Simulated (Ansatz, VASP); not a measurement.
## One calculation of Ag, two programs

```
Ag
1.0
     0.00000    3.26416   -3.26416
     3.26416   -3.26416    0.00000
    -3.27308   -3.27308   -3.27308
Ag
6
Direct
  0.66667 0.33333 0.83333
  0.33333 0.66667 0.66667
  0.00000 0.00000 0.50000
  0.66667 0.33333 0.33333
  0.33333 0.66667 0.16667
  0.00000 0.00000 0.00000
```

Alike in both runs: functional r2SCAN; k mesh 12 × 12 × 6; occupations gaussian, width 0.1 eV; no spin polarisation.

Ansatz relaxed the structure, and its values are those at the end. VASP's run is a single point on that final structure, the one shown.

|  | VASP | Ansatz |
| --- | --- | --- |
| version | VASP 6.6.1 | Ansatz 0.2.0 |
| potentials or method | VASP PAW PBE potentials, release 64 (Ag), cutoff 520 eV | scalar-relativistic, plane waves, PAW |
| valence electrons in the cell | 66 | 114 |

```tsv
	VASP	Ansatz	Ansatz less VASP
gap on the k mesh at the Fermi level (eV)	none	none	-
pressure (GPa)	0.2	0.1	-0.12
```

VASP's potentials were made for PBE, not for r2SCAN. A gap of «none» marks a metal or a gap that the smearing closes. VASP's potentials hold 66 valence electrons a cell and Ansatz's 114, so a difference there can come from the potentials and not from the codes.
